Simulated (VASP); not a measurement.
# Pr4Hg: single point with PBE

Crystal: Pr4Hg.

```
Pr Hg
1.0
     0.00000    5.85278    5.85278
     5.85278    0.00000    5.85278
     5.85278    5.85278    0.00000
Pr Hg
8 2
Cartesian
  4.6177 4.6177 4.6177
  7.0878 7.0878 4.6177
  7.0878 4.6177 7.0878
  7.5441 7.5441 10.0142
  10.0142 10.0142 10.0142
  4.6177 7.0878 7.0878
  7.5441 10.0142 7.5441
  10.0142 7.5441 7.5441
  0.0000 0.0000 0.0000
  2.9264 2.9264 2.9264
```

The cell was built from a structure type or drawn by symmetry, and may not be a known phase.

- Program: VASP 6.6.1
- Task: single point
- Functional: PBE
- Potentials or basis: VASP PAW PBE potentials, release 64 (Pr_3, Hg), 4f in core
- Cutoff: 500 eV
- k mesh: 3 × 3 × 3
- Occupations: gaussian, width 0.2 eV
- Spin: no spin polarisation

```yaml
Pressure: 0.1 GPa
Largest_force: 0.066 eV/Å
Band_gap_on_the_k_mesh: zero (bands 56 and 57 overlap by 0.25 eV)
```

Forces in eV/Å, atoms in the order of the input:
```
Pr  -0.038 -0.038 -0.038
Pr   0.038  0.038 -0.038
Pr   0.038 -0.038  0.038
Pr  -0.038 -0.038  0.038
Pr   0.038  0.038  0.038
Pr  -0.038  0.038  0.038
Pr  -0.038  0.038 -0.038
Pr   0.038 -0.038 -0.038
Hg   0.000  0.000  0.000
Hg   0.000  0.000  0.000
```

Levels at points of the mesh, in eV from the Fermi level:
```
           k point  band 52  band 53  band 54  band 55  band 56  band 57  band 58  band 59
(0.00, 0.00, 0.00)    -0.48    -0.48     0.10     0.10     0.10     0.21     0.46     0.46
```

It took 2.5 min on 1 thread of Intel(R) Xeon(R) 6975P-C (Granite Rapids), on a shared host, peak memory 0.48 GiB.

Caveat: spin-orbit coupling is left out, which moves the levels of the heavy elements; the 4f electrons are frozen in the core, so they carry no moment and show no levels. Spin polarisation is off, so any magnetic state and its effect on volume and gap are missing.
